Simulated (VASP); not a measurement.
# K (Im-3m) in VASP: notebook, part 2 of 2

VASP 6.6.1. Earlier steps stand in the parts before.

### Step 4. Single point, HSE06+D3(BJ)

The input, POSCAR:

```
K
1.0
   -2.6975585167      2.6975585167      2.6975585167
    2.6975585167     -2.6975585167      2.6975585167
    2.6975585167      2.6975585167     -2.6975585167
K
1
Direct
    0.0000000000      0.0000000000      0.0000000000
```

The input, INCAR.step1:

```
SYSTEM = K
ALGO = Normal
EDIFF = 1E-5
ENCUT = 520
GGA = PE
ISIF = 2
ISMEAR = -1
LASPH = .TRUE.
LCHARG = .FALSE.
LREAL = .FALSE.
LWAVE = .TRUE.
NBANDS = 10
NELM = 100
PREC = Accurate
SIGMA = 0.05
```

The input, INCAR.step2:

```
SYSTEM = K
ALGO = Normal
EDIFF = 1E-6
ENCUT = 520
GGA = PE
HFSCREEN = 0.2079
ISIF = 2
ISMEAR = -1
ISTART = 1
IVDW = 12
LASPH = .TRUE.
LCHARG = .FALSE.
LHFCALC = .TRUE.
LREAL = .FALSE.
LWAVE = .FALSE.
NBANDS = 10
NELM = 100
PREC = Accurate
PRECFOCK = Normal
SIGMA = 0.05
VDW_A1 = 0.383
VDW_A2 = 5.685
VDW_S6 = 1.0
VDW_S8 = 2.31
```

The input, KPOINTS:

```
k-points
0
G
  5 5 5
  0 0 0
```

Potentials or basis: VASP PAW PBE potentials, release 64 (K_sv).

Run with:

```
$ cat potpaw_PBE.64/K_sv/POTCAR > POTCAR
$ cp INCAR.step1 INCAR
$ mpirun -np 1 vasp_std > vasp.out
$ cp INCAR.step2 INCAR
$ mpirun -np 1 vasp_std > vasp.out
```

OUTCAR:

```text
SYSTEM = K
   EDIFF = 1E-6
   ENCUT = 520
   GGA = PE
   HFSCREEN = 0.2079
   ISIF = 2
   ISMEAR = -1
   ISTART = 1
   IVDW = 12
   LASPH = .TRUE.
   LHFCALC = .TRUE.
   LREAL = .FALSE.
   NELM = 100
   PREC = Accurate
   PRECFOCK = Normal
 IVDW          = 12

 ion  position               nearest neighbor table
   1  0.000  0.000  0.000-

  LATTYP: Found a body centered cubic cell.
 ALAT       =     5.3951170334

[... 301 lines left out ...]
      6       1.9652      0.00000
      7       3.3583      0.00000
      8       3.3583      0.00000
      9       3.5572      0.00000
     10       6.3292      0.00000

------------------------ aborting loop because EDIFF is reached ----------------------------------------

 Edisp (eV)   -0.16754

 E8    (eV) :    -0.1261

  FORCE on cell =-STRESS in cart. coord.  units (eV):
  Direction    XX          YY          ZZ          XY          YZ          ZX
  --------------------------------------------------------------------------------------
  -------------------------------------------------------------------------------------
  Total      -0.22952    -0.22952    -0.22952     0.00000     0.00000     0.00000
  in kB      -4.68342    -4.68342    -4.68342     0.00000     0.00000     0.00000
  external pressure =       -4.68 kB  Pullay stress =        0.00 kB

 VOLUME and BASIS-vectors are now :
 -----------------------------------------------------------------------------
  energy-cutoff  :      520.00
  volume of cell :       78.52
      direct lattice vectors                 reciprocal lattice vectors
    -2.697558517  2.697558517  2.697558517     0.000000000  0.185352791  0.185352791
     2.697558517 -2.697558517  2.697558517     0.185352791  0.000000000  0.185352791
     2.697558517  2.697558517 -2.697558517     0.185352791  0.185352791  0.000000000

 POSITION                                       TOTAL-FORCE (eV/Angst)
 -----------------------------------------------------------------------------------
      0.00000      0.00000      0.00000         0.000000     -0.000000      0.000000
 -----------------------------------------------------------------------------------
    total drift:                                0.000000      0.000000     -0.000000

  FREE ENERGIE OF THE ION-ELECTRON SYSTEM (eV)
  ---------------------------------------------------
  free  energy   TOTEN  =        -1.2842409207 eV

  energy  without entropy=       -1.2722879325  energy(sigma->0) =       -1.27826443
```

OSZICAR.step1:

```text
N       E                     dE             d eps       ncg     rms          rms(c)
DAV:   1     0.399853082957E+02    0.39985E+02   -0.34509E+03   200   0.673E+02
DAV:   2     0.336021707580E+00   -0.39649E+02   -0.39286E+02   218   0.187E+02
DAV:   3    -0.101447416652E+01   -0.13505E+01   -0.13479E+01   318   0.249E+01
DAV:   4    -0.104818903857E+01   -0.33715E-01   -0.33709E-01   272   0.388E+00
DAV:   5    -0.104916567733E+01   -0.97664E-03   -0.97655E-03   306   0.427E-01    0.180E+00
DAV:   6    -0.104954565185E+01   -0.37997E-03   -0.11969E-03   288   0.222E-01    0.111E+00
DAV:   7    -0.105005472875E+01   -0.50908E-03   -0.26905E-03   302   0.328E-01    0.527E-02
DAV:   8    -0.105012672775E+01   -0.71999E-04   -0.12470E-04   260   0.129E-01    0.162E-02
DAV:   9    -0.105013478517E+01   -0.80574E-05   -0.16807E-05   276   0.262E-02
   1 F= -.10501348E+01 E0= -.10441349E+01  d E =-.119999E-01
```

Run time: 8.7 min. Hardware: 1 thread of AMD EPYC 7R43 (Zen 3), shared host; peak memory 0.28 GiB.

Results:

- Free energy: -1.2842 eV
- Pressure: -0.5 GPa
- Band gap on the k mesh: zero (an odd number of electrons rules out a gap without spin polarisation)
- Dispersion energy per atom: -0.168 eV

Levels at points of the mesh, in eV from the Fermi level:
| k point | band 1 | band 2 | band 3 | band 4 | band 5 | band 6 | band 7 | band 8 |
| --- | --- | --- | --- | --- | --- | --- | --- | --- |
| (0.00, 0.00, 0.00) | -35.28 | -17.36 | -17.36 | -17.36 | -2.48 | 4.78 | 4.78 | 4.78 |

Caveat: the PAW data sets were made with another functional, which shifts forces and pressure a little.

### Step 5. Single point, PBE+D4

This run uses another cell than the first one, of 70.70 Å³/atom.

The input, INCAR:

```
SYSTEM = K
  PREC = Accurate
  ENCUT = 500
  EDIFF = 1E-6
  ISMEAR = -1
  SIGMA = 0.1
  LREAL = .False.
  LASPH = .True.
  NELM = 120
  ALGO = Normal
  ISIF = 2
  LWAVE = .False.
  LCHARG = .False.
  GGA = PE
  IVDW = 13
  NBANDS = 10
  GGA_COMPAT = .False.
```

The input, KPOINTS:

```
Automatic mesh
0
Gamma
  7 7 7
  0 0 0
```

The input, POSCAR:

```
K
1.0
   -2.6049122280      2.6049122280      2.6049122280
    2.6049122280     -2.6049122280      2.6049122280
    2.6049122280      2.6049122280     -2.6049122280
K
1
Direct
    0.0000000000      0.0000000000      0.0000000000
```

Run with:

```
$ cat potpaw_PBE.64/K_sv/POTCAR > POTCAR
$ mpirun -np 1 vasp_std > vasp.out
```

Wall time 13 s (1 thread of Intel Xeon 8259CL, shared host); peak memory 0.19 GiB.

The run converged. Its results:

```yaml
Free_energy: -1.1322 eV
Pressure: 0.0 GPa
Band_gap_on_the_k_mesh: zero (an odd number of electrons rules out a gap without spin polarisation)
Dispersion_energy_per_atom: -0.072 eV
```

Levels at points of the mesh, in eV from the Fermi level:
```
           k point  band 3  band 4  band 5  band 6  band 7  band 8
(0.00, 0.00, 0.00)  -15.55  -15.55   -2.21    4.33    4.33    4.33
```

### Step 6. The runs side by side

```tsv
task	level	cell	k mesh	cutoff (eV)	smearing	grid for exact exchange (PRECFOCK)	share of exact exchange	screening parameter	gap on the mesh (eV)	pressure (GPa)
relaxation of cell and atoms	PBE	relaxed to 10 GPa from a = 4.672 Å, angles 109.5°, 1 atom	7 × 7 × 7	600	fermi-dirac 0.05 eV	-	-	-	none	10.0
relaxation of cell and atoms	PBE	relaxed to 20 GPa from a = 4.672 Å, angles 109.5°, 1 atom	7 × 7 × 7	600	fermi-dirac 0.05 eV	-	-	-	none	19.9
single point	HSE06+D3(BJ)	a = 4.672 Å, angles 109.5°, 1 atom	5 × 5 × 5	520	fermi-dirac 0.05 eV	Normal	0.25	0.2079 1/Å	none	-0.5
single point	PBE+D4	a = 4.512 Å, angles 109.5°, 1 atom	7 × 7 × 7	500	fermi-dirac 0.1 eV	-	-	-	none	0.0
```

Alike in all rows: potentials or basis VASP PAW PBE potentials, release 64 (K_sv); no spin polarisation.

Caveats: the cell is relaxed towards a set pressure, so the run minimises the enthalpy, not the energy (at least some runs); the volume moved by over 15 % at a fixed basis, so the end points are rough (at least some runs); the PAW data sets were made with another functional, which shifts forces and pressure a little (at least some runs).

Absolute energies hang on the potentials; compare differences alone.
